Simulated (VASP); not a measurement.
Write the native input for VASP 6.6.1 that does the following.

```yaml
Task: single point
Functional: LDA
Potentials_or_basis: VASP PAW LDA potentials, release 64 (Ni_sv_GW, O)
Cutoff: 700 eV
k_mesh: 8 × 8 × 8
Occupations: gaussian, width 0.05 eV
Spin: collinear spin, antiferromagnetic start
Starting_moments: "[1.58, -1.58, 0.0, 0.0] μB"
Hubbard_terms: Ni d U = 5.0 eV, J = 0.9 eV
Dipole_correction: no
LDAUTYPE: 1
Hund's_J: 0.9
Further_INCAR_settings: ALGO = Normal; EDIFF = 1e-06; NBANDS = 36
```

The structure of NiO lies in POSCAR:

```
NiO
1.0
    0.0000000000      2.0913095100      2.0913095100
    2.0913095100      0.0000000000      2.0913095100
    4.1826190200      4.1826190200      0.0000000000
Ni O
2 2
Direct
    0.0000000000      0.0000000000      0.0000000000
    0.0000000000      0.0000000000      0.5000000000
    0.5000000000      0.5000000000      0.2500000000
    0.5000000000      0.5000000000      0.7500000000
```

The input as run:

INCAR

```
PREC = Accurate
ENCUT = 700
EDIFF = 1E-6
ISMEAR = 0
SIGMA = 0.05
LREAL = False
LASPH = True
NELM = 200
ALGO = Normal
ISIF = 2
LWAVE = False
LCHARG = False
ISPIN = 2
MAGMOM = 1.58 -1.58 0 0
LORBIT = 11
LMAXMIX = 4
LDAU = True
LDAUTYPE = 1
LDAUL = 2 -1
LDAUU = 5 0
LDAUJ = 0.9 0
LDAUPRINT = 1
GGA = CA
NBANDS = 36
GGA_COMPAT = False
```

KPOINTS

```
Automatic mesh
0
Gamma
  8 8 8
```

Potentials or basis: VASP PAW LDA potentials, release 64 (Ni_sv_GW, O).

The run is started by

```sh
$ cat potpaw_LDA.64/Ni_sv_GW/POTCAR potpaw_LDA.64/O/POTCAR > POTCAR
$ mpirun -np 1 vasp_std > vasp.out
```

It gave:

The pressure is -12.7 GPa, the band gap on the k mesh is 2.78 eV and the net moment is 0.00 μB per cell. The site moments are Ni +1.63, -1.63; O +0.00 μB and the valence electrons inside the program's atomic spheres are Ni 16.15; O 4.98.

Caveat: the cell stands under tension.

It took 6.1 min on 1 thread of Intel(R) Xeon(R) Platinum 8375C CPU @ 2.90GHz (Ice Lake), with other jobs on the host, peak memory 0.32 GiB.
